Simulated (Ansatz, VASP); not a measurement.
# One calculation of GeSb4Te4, two programs

```
Ge Sb Te
1.0
    -4.32998    0.00000    0.00000
    -2.16499   -3.74988    0.00000
     0.00000    0.00000   18.39861
Ge Sb Te
1 4 4
Direct
  0.00000 0.00000 0.36542
  0.33333 0.33333 0.88734
  0.66667 0.66667 0.80274
  0.66667 0.66667 0.16472
  0.33333 0.33333 0.56612
  0.33333 0.33333 0.27383
  0.66667 0.66667 0.45701
  0.00000 0.00000 0.07186
  0.00000 0.00000 0.65898
```

Alike in both runs: task single point; functional PBE; k mesh 9 × 9 × 2; occupations gaussian, width 0.03 eV; no spin polarisation.

|  | VASP | Ansatz |
| --- | --- | --- |
| version | VASP 6.6.1 | Ansatz 0.2.0 |
| potentials or method | VASP PAW PBE potentials, release 64 (Ge_d, Sb, Te), cutoff 520 eV | scalar-relativistic, plane waves, PAW |
| valence electrons in the cell | 58 | 138 |

|  | VASP | Ansatz | Ansatz less VASP |
| --- | --- | --- | --- |
| gap on the k mesh at the Fermi level (eV) | 0.17 | 0.18 | +0.005 |
| least direct gap on the mesh (eV) | 0.20 | 0.19 | -0.011 |
| pressure (GPa) | -0.4 | -0.4 | -0.01 |
| traceless stress, the component that is largest in VASP (GPa) | 0.12 | 0.11 | -0.010 |
| rms of the force components (eV/Å) | 0.026 | 0.021 | -0.0046 |

Atom by atom the forces differ by 0.017 eV/Å (rms over components). VASP's potentials hold 58 valence electrons a cell and Ansatz's 138, so a difference there can come from the potentials and not from the codes.

Spin-orbit coupling is off throughout.
